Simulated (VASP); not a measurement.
Here is a VASP 6.6.1 calculation.

File POSCAR:

```
Ta
1.0
   -1.6175709496      1.6175709496      1.6175709496
    1.6175709496     -1.6175709496      1.6175709496
    1.6175709496      1.6175709496     -1.6175709496
Ta
1
Direct
    0.0000000000      0.0000000000      0.0000000000
```

Contents of INCAR.step1:

```
PREC = Accurate
ENCUT = 520
ISMEAR = -1
SIGMA = 0.05
LREAL = False
LASPH = True
NELM = 60
NBANDS = 12
GGA = PE
ALGO = Normal
EDIFF = 1E-4
LWAVE = True
LCHARG = False
```

Contents of INCAR.step2:

```
PREC = Accurate
ENCUT = 520
EDIFF = 1E-6
ISMEAR = -1
SIGMA = 0.05
LREAL = False
LASPH = True
NELM = 60
ALGO = Normal
ISIF = 2
LWAVE = False
LCHARG = False
METAGGA = R2SCAN
LMIXTAU = True
NBANDS = 12
ISTART = 1
```

File KPOINTS:

```
Automatic mesh
0
Gamma
  11 11 11
```

Potentials or basis: VASP PAW PBE potentials, release 64 (Ta_pv).

Command:

```sh
$ cat potpaw_PBE.64/Ta_pv/POTCAR > POTCAR
$ cp INCAR.step1 INCAR
$ mpirun -np 1 vasp_std > vasp.out
$ cp INCAR.step2 INCAR
$ mpirun -np 1 vasp_std > vasp.out
```

Problem. Predict the pressure.

Solution. 14.9 GPa.

Caveat: the PAW data sets were made with another functional, which shifts forces and pressure a little.
